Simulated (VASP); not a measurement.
Input of a VASP 6.6.1 run:

The input INCAR:

```
SYSTEM = ScPt3
PREC = Accurate
ENCUT = 600
EDIFF = 1E-6
ISMEAR = -1
SIGMA = 0.05
LREAL = .FALSE.
LASPH = .TRUE.
NELM = 80
ALGO = Normal
ISIF = 8
LWAVE = .FALSE.
LCHARG = .FALSE.
GGA = CA
IBRION = 2
NSW = 80
EDIFFG = -0.02
```

The input KPOINTS:

```
Automatic mesh
0
G
  10 10 10
  0 0 0
```

The input POSCAR:

```
ScPt3
1.0
    3.9580000000      0.0000000000      0.0000000000
    0.0000000000      3.9580000000      0.0000000000
    0.0000000000      0.0000000000      3.9580000000
Sc Pt
1 3
Direct
    0.0000000000      0.0000000000      0.0000000000
    0.0000000000      0.5000000000      0.5000000000
    0.5000000000      0.0000000000      0.5000000000
    0.5000000000      0.5000000000      0.0000000000
```

Potentials or basis: VASP PAW LDA potentials, release 64 (Sc_sv, Pt).

Run with:

```console
$ cat potpaw_LDA.64/Sc_sv/POTCAR potpaw_LDA.64/Pt/POTCAR > POTCAR
$ mpirun -np 1 vasp_std > vasp.out
```

Estimate the band gap on the k mesh.

zero (an odd number of electrons rules out a gap without spin polarisation).

Estimate the relaxed cell.

a = 3.928 Å, b = 3.928 Å, c = 3.928 Å, α = 90.00°, β = 90.00°, γ = 90.00°.

Final structure:
```cif
data_structure
_symmetry_space_group_name_H-M 'P 1'
_symmetry_Int_Tables_number 1
_cell_length_a 3.9283
_cell_length_b 3.9283
_cell_length_c 3.9283
_cell_angle_alpha 90.000
_cell_angle_beta 90.000
_cell_angle_gamma 90.000
_cell_volume 60.62
loop_
_atom_site_label
_atom_site_type_symbol
_atom_site_fract_x
_atom_site_fract_y
_atom_site_fract_z
_atom_site_occupancy
Sc1 Sc 0.00000 0.00000 0.00000 1
Pt1 Pt 0.00000 0.50000 0.50000 1
Pt2 Pt 0.50000 0.00000 0.50000 1
Pt3 Pt 0.50000 0.50000 0.00000 1
```

Caveat: spin-orbit coupling is left out, which moves the levels of the heavy elements. Zero-point motion and thermal expansion aren't in these numbers.
